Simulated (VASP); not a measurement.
# GaN (P6_3mc) in VASP: notebook

Runs on GaN. Level: PBE. Tasks: single point.

Everything below comes from runs of VASP 6.6.1. Logs are shortened: lines on timing, memory, paths and dates and some standing lists are left out, and cuts for length are marked.

## (1) The cell of the first run

Symmetry: P6_3mc, No. 186, hexagonal system. The conventional cell has a = 3.217 Å, b = 3.217 Å, c = 15.748 Å, α = 90.00°, β = 90.00°, γ = 120.00°. Within 2.6 Å of Ga (site symmetry 3m) lie 4 N at 1.97 Å. Ga (site symmetry 3m) has 4 N at 1.97 Å within 2.6 Å. Within 2.6 Å of Ga (site symmetry 3m) lie 4 N at 1.97 Å. N (site symmetry 3m) has 4 Ga at 1.97 Å within 2.6 Å. Within 2.6 Å of N (site symmetry 3m) lie 4 Ga at 1.97 Å. N (site symmetry 3m) has 4 Ga at 1.97 Å within 2.6 Å.

The cell was built from a structure type or drawn by symmetry, and may not be a known phase.

## (2) Single point, PBE

INCAR reads:

```
SYSTEM = GaN
PREC     = Accurate       ! precision mode
ENCUT    = 520            ! plane-wave cutoff, eV
EDIFF    = 1E-6           ! SCF threshold, eV
ISMEAR   = 0              ! smearing method
SIGMA    = 0.1            ! smearing width, eV
LREAL    = .False.        ! projectors in reciprocal space
LASPH    = .True.         ! aspherical terms in the spheres
NELM     = 60             ! most SCF steps
ALGO     = Normal         ! electronic algorithm
ISIF     = 2              ! what is computed and relaxed
LWAVE    = .False.        ! write WAVECAR
LCHARG   = .True.         ! write CHGCAR
GGA      = PE             ! functional
LELF     = .True.         ! ELF
LVHAR    = .True.       
NBANDS   = 66             ! bands
```

KPOINTS reads:

```
Automatic mesh
0
Gamma
  6 6 1
  0 0 0
```

POSCAR reads:

```
GaN
1.0
    3.2168423000      0.0000000000      0.0000000000
   -1.6084212000      2.7858672000      0.0000000000
    0.0000000000      0.0000000000     15.7475143000
Ga N
6 6
Direct
    0.0000000000      0.0000000000      0.1875310000
    0.0000000000      0.0000000000      0.6875310000
    0.3333333000      0.6666667000      0.5207130000
    0.6666667000      0.3333333000      0.0207130000
    0.3333333000      0.6666667000      0.8539850000
    0.6666667000      0.3333333000      0.3539850000
    0.0000000000      0.0000000000      0.3126460000
    0.0000000000      0.0000000000      0.8126460000
    0.3333333000      0.6666667000      0.9792100000
    0.6666667000      0.3333333000      0.4792100000
    0.3333333000      0.6666667000      0.6459160000
    0.6666667000      0.3333333000      0.1459160000
```

Potentials or basis: VASP PAW PBE potentials, release 64 (Ga_d, N).

Started as:

```
> cat potpaw_PBE.64/Ga_d/POTCAR potpaw_PBE.64/N/POTCAR > POTCAR
> mpirun -np 1 vasp_std > vasp.out
```

OUTCAR:

```text
SYSTEM = GaN
   PREC = Accurate
   ENCUT = 520
   EDIFF = 1E-6
   ISMEAR = 0
   LREAL = .False.
   LASPH = .True.
   NELM = 60
   ISIF = 2
   GGA = PE

 ion  position               nearest neighbor table
   1  0.000  0.000  0.188-  12 1.97  12 1.97  12 1.97   7 1.97
   2  0.000  0.000  0.688-  11 1.97  11 1.97  11 1.97   8 1.97
   3  0.333  0.667  0.521-  10 1.97  10 1.97  10 1.97  11 1.97
   4  0.667  0.333  0.021-   9 1.97   9 1.97   9 1.97  12 1.97
   5  0.333  0.667  0.854-   8 1.97   8 1.97   8 1.97   9 1.97
   6  0.667  0.333  0.354-   7 1.97   7 1.97   7 1.97  10 1.97
   7  0.000  0.000  0.313-   6 1.97   6 1.97   6 1.97   1 1.97
   8  0.000  0.000  0.813-   5 1.97   5 1.97   5 1.97   2 1.97
   9  0.333  0.667  0.979-   4 1.97   4 1.97   4 1.97   5 1.97
  10  0.667  0.333  0.479-   3 1.97   3 1.97   3 1.97   6 1.97
  11  0.333  0.667  0.646-   2 1.97   2 1.97   2 1.97   3 1.97
  12  0.667  0.333  0.146-   1 1.97   1 1.97   1 1.97   4 1.97

  LATTYP: Found a hexagonal cell.
 ALAT       =     3.2168423000
 C/A-ratio  =     4.8953330103

  Lattice vectors:

 A1 = (   3.2168423000,   0.0000000000,   0.0000000000)
 A2 = (  -1.6084212000,   2.7858672000,   0.0000000000)
 A3 = (   0.0000000000,   0.0000000000,  15.7475143000)

Analysis of symmetry for initial positions (statically):
=====================================================================
 Subroutine PRICEL returns:
 Original cell was already a primitive cell.

 Routine SETGRP: Setting up the symmetry group for a
 hexagonal supercell.

 Subroutine GETGRP returns: Found 12 space group operations
 (whereof  6 operations were pure point group operations)
 out of a pool of 24 trial point group operations.

The static configuration has the point symmetry C_3v.
 The point group associated with its full space group is C_6v.

Analysis of symmetry for dynamics (positions and initial velocities):
=====================================================================
 Subroutine PRICEL returns:
 Original cell was already a primitive cell.

 Routine SETGRP: Setting up the symmetry group for a
 hexagonal supercell.

 Subroutine GETGRP returns: Found 12 space group operations
 (whereof  6 operations were pure point group operations)
 out of a pool of 24 trial point group operations.

The dynamic configuration has the point symmetry C_3v.
 The point group associated with its full space group is C_6v.

 Subroutine INISYM returns: Found 12 space group operations
 (whereof  6 operations are pure point group operations),
 and found     1 'primitive' translations

----------------------------------------------------------------------------------------

                                     Primitive cell

  volume of cell :     141.1244

  direct lattice vectors                    reciprocal lattice vectors
     3.216842300  0.000000000  0.000000000     0.310863856  0.179477333  0.000000000
    -1.608421200  2.785867200  0.000000000     0.000000000  0.358954655  0.000000000
     0.000000000  0.000000000 15.747514300     0.000000000  0.000000000  0.063502086

  length of vectors
     3.216842300  3.216842367 15.747514300     0.358954663  0.358954655  0.063502086

  position of ions in fractional coordinates (direct lattice)
     0.000000000  0.000000000  0.187531000
     0.000000000  0.000000000  0.687531000
     0.333333300  0.666666700  0.520713000
     0.666666700  0.333333300  0.020713000
     0.333333300  0.666666700  0.853985000
     0.666666700  0.333333300  0.353985000
     0.000000000  0.000000000  0.312646000
     0.000000000  0.000000000  0.812646000
     0.333333300  0.666666700  0.979210000
     0.666666700  0.333333300  0.479210000
     0.333333300  0.666666700  0.645916000
     0.666666700  0.333333300  0.145916000

  ion indices of the primitive-cell ions
   primitive index   ion index
                 1           1
                 2           2
                 3           3
                 4           4
                 5           5
                 6           6
                 7           7
                 8           8
                 9           9
                10          10
                11          11
                12          12

----------------------------------------------------------------------------------------

 KPOINTS: Automatic mesh

Automatic generation of k-mesh.
 Grid dimensions read from file:
 generate k-points for:    6    6    1

 Generating k-lattice:

  Cartesian coordinates                     Fractional coordinates (reciprocal lattice)
     0.051810643  0.029912889  0.000000000     0.166666667 -0.000000000  0.000000000
     0.000000000  0.059825776  0.000000000     0.000000000  0.166666667  0.000000000
     0.000000000  0.000000000  0.063502086     0.000000000  0.000000000  1.000000000

  Length of vectors
     0.059825777  0.059825776  0.063502086

  Shift w.r.t. Gamma in fractional coordinates (k-lattice)
     0.000000000  0.000000000  0.000000000

 Subroutine IBZKPT returns following result:
 ===========================================

 Found      7 irreducible k-points:

 Following reciprocal coordinates:
            Coordinates               Weight
  0.000000  0.000000  0.000000      1.000000
  0.166667 -0.000000  0.000000      6.000000
  0.333333 -0.000000  0.000000      6.000000
  0.500000  0.000000  0.000000      3.000000
  0.166667  0.166667  0.000000      6.000000
  0.333333  0.166667  0.000000     12.000000
  0.333333  0.333333  0.000000      2.000000
   k-points           NKPTS =      7   k-points in BZ     NKDIM =      7   number of bands    NBANDS=     66
   number of dos      NEDOS =    301   number of ions     NIONS =     12
   total plane-waves  NPLWV =  69120
   dimension x,y,z NGX =    24 NGY =   24 NGZ =  120
   dimension x,y,z NGXF=    48 NGYF=   48 NGZF=  240
   ions per type =               6   6
   NGX,Y,Z   is equivalent  to a cutoff of  12.40, 12.40, 12.67 a.u.
   NGXF,Y,Z  is equivalent  to a cutoff of  24.81, 24.81, 25.34 a.u.
 SYSTEM =  GaN
   PREC   = accura    normal or accurate (medium, high low for compatibility)
   ISTART =      0    job   : 0-new  1-cont  2-samecut
   ICHARG =      2    charge: 1-file 2-atom 10-const
   ISPIN  =      1    spin polarized calculation?
   LNONCOLLINEAR =      F non collinear calculations
   LSORBIT =      F    spin-orbit coupling
   LASPH  =      T    aspherical Exc in radial PAW
   ENCUT  =  520.0 eV  38.22 Ry    6.18 a.u.   5.98  5.98 29.28*2*pi/ulx,y,z
   NELM   =     60;   NELMIN=  2; NELMDL= -5     # of ELM steps
   EDIFF  = 0.1E-05   stopping-criterion for ELM
   LREAL  =      F    real-space projection
   EDIFFG = 0.1E-04   stopping-criterion for IOM
   NSW    =      0    number of steps for IOM
   IBRION =     -1    ionic relax: 0-MD 1-quasi-New 2-CG
   NFREE  =      0    steps in history (QN), initial steepest desc. (CG)
   ISIF   =      2    stress and relaxation
   ISYM   =      2    0-nonsym 1-usesym 2-fastsym
   POTIM  = 0.5000    time-step for ionic-motion
   TEBEG  =    0.0;   TEEND  =   0.0 temperature during run
   PSTRESS=    0.0 pullay stress
   NELECT =     108.0000    total number of electrons
   NUPDOWN=      -1.0000    fix difference up-down
   EMIN   =  10.00;   EMAX   =-10.00  energy-range for DOS
   EFERMI =   0.00;   METHOD = LEGACY
   ISMEAR =     0;   SIGMA  =   0.10  broadening in eV -4-tet -1-fermi 0-gaus
   EFERMI_NEDOS =   21; number of points for ismear=-14 and -15
   IALGO  =     38    algorithm
   IMIX   =      4    mixing-type and parameters
     AMIX     =   0.40;   BMIX     =  1.00
     AMIX_MAG =   1.60;   BMIX_MAG =  1.00
  volume/ion in A,a.u.               =      11.76        79.36
  Fermi-wavevector in a.u.,A,eV,Ry     =   1.497437  2.829746 30.508600  2.242319
  Thomas-Fermi vector in A             =   2.609325
   LORBIT       =      0    0 simple, 1 ext, 2 COOP (PROOUT), +10 PAW based schemes
   GGA     = PE    functional components
   LHFCALC =     F    Hartree Fock is set to
   AEXX    =    0.0000 exact exchange contribution
   IVDW    =     0    specifies the selected vdW correction
   LEPSILON=     F    determine dielectric tensor
   LRPA    =     F    only Hartree local field effects (RPA)
 non-spin polarized calculation
 Gauss-broadening in eV      SIGMA  =   0.10
  energy-cutoff  :      520.00
  volume of cell :      141.12
 maximum number of plane-waves:      3828
 NGX is ok and might be reduce to    24
   NGX = 11   NGY = 11   NGZ = 59

 number of electron     107.9999865 magnetization

 Free energy of the ion-electron system (eV)
  ---------------------------------------------------
  ext. energy  EPLUGINS =         0.00000000
  ---------------------------------------------------
  free energy    TOTEN  =       -72.92323872 eV

  energy without entropy =      -72.92323872  energy(sigma->0) =      -72.92323872

 E-fermi :   5.4820     XC(G=0): -11.5185

 val. band max:        4.9984432260   @ k =   0.0000   0.0000   0.0000
 cond. band min:       6.5963849754   @ k =   0.0000   0.0000   0.0000
 fundamental gap:      1.5979417495
 Fermi energy:         5.4820052297

 k-point     1 :       0.0000    0.0000    0.0000
  band No.  band energies     occupation
      1     -10.7172      2.00000
      2     -10.4590      2.00000
      3     -10.4372      2.00000
      4     -10.0320      2.00000
      5     -10.0151      2.00000
      6      -9.8979      2.00000
[... 58 lines left out ...]
     65      14.1436      0.00000
     66      14.9098      0.00000

 k-point     2 :       0.1667   -0.0000    0.0000
  band No.  band energies     occupation
      1     -10.4776      2.00000
      2     -10.2673      2.00000
      3     -10.2465      2.00000
      4      -9.9413      2.00000
      5      -9.9240      2.00000
      6      -9.8408      2.00000
[... 403 lines left out ...]
     65      12.7130      0.00000
     66      12.7130      0.00000

------------------------ aborting loop because EDIFF is reached ----------------------------------------

  FORCE on cell =-STRESS in cart. coord.  units (eV):
  Direction    XX          YY          ZZ          XY          YZ          ZX
  --------------------------------------------------------------------------------------
  -------------------------------------------------------------------------------------
  Total        0.0534677      0.0534677      0.0057407     -0.0000000      0.0000000      0.0000000
  in kB        0.6070159      0.6070159      0.0651734     -0.0000000      0.0000000      0.0000000
  external PRESSURE =       0.4264018 kB  Pullay stress =       0.0000000 kB

 VOLUME and BASIS-vectors are now :
 -----------------------------------------------------------------------------
  energy-cutoff  :      520.00
  volume of cell :      141.12
      direct lattice vectors                 reciprocal lattice vectors
     3.216842300  0.000000000  0.000000000     0.310863856  0.179477333  0.000000000
    -1.608421200  2.785867200  0.000000000     0.000000000  0.358954655  0.000000000
     0.000000000  0.000000000 15.747514300     0.000000000  0.000000000  0.063502086

 POSITION                                       TOTAL-FORCE (eV/Angst)
 -----------------------------------------------------------------------------------
      0.00000      0.00000      2.95315        -0.000000      0.000000      0.000712
      0.00000      0.00000     10.82690         0.000000     -0.000000      0.000712
     -0.00000      1.85724      8.19994        -0.000000      0.000000      0.000905
      1.60842      0.92862      0.32618        -0.000000      0.000000      0.000905
     -0.00000      1.85724     13.44814         0.000000     -0.000000      0.001927
      1.60842      0.92862      5.57438        -0.000000      0.000000      0.001927
      0.00000      0.00000      4.92340        -0.000000     -0.000000     -0.000948
      0.00000      0.00000     12.79715        -0.000000     -0.000000     -0.000948
     -0.00000      1.85724     15.42012        -0.000000     -0.000000     -0.001379
      1.60842      0.92862      7.54637         0.000000      0.000000     -0.001379
     -0.00000      1.85724     10.17157         0.000000     -0.000000     -0.001217
      1.60842      0.92862      2.29781        -0.000000      0.000000     -0.001217
 -----------------------------------------------------------------------------------
    total drift:                               -0.000002     -0.000003     -0.002521

  FREE ENERGIE OF THE ION-ELECTRON SYSTEM (eV)
  ---------------------------------------------------
  free  energy   TOTEN  =       -72.9232387225 eV

  energy  without entropy=      -72.9232387225  energy(sigma->0) =      -72.92323872
```

It took 2.6 min on 1 thread of Intel Xeon 8259CL, shared host; peak memory 0.26 GiB.

What came out:

| Item | Value |
| --- | --- |
| Free energy | -72.9232 eV |
| Pressure | 0.0 GPa |
| Band gap on the k mesh | 1.60 eV |

Levels at points of the mesh, in eV from the valence-band top:
```csv
k point,band 52,band 53,band 54,band 55,band 56,band 57
"(0.00, 0.00, 0.00)",-0.01,0.00,0.00,1.60,3.17,3.33
"(0.50, 0.00, 0.00)",-1.41,-1.24,-0.94,3.75,4.07,4.46
```

(Part 1 of 2 ends here.)
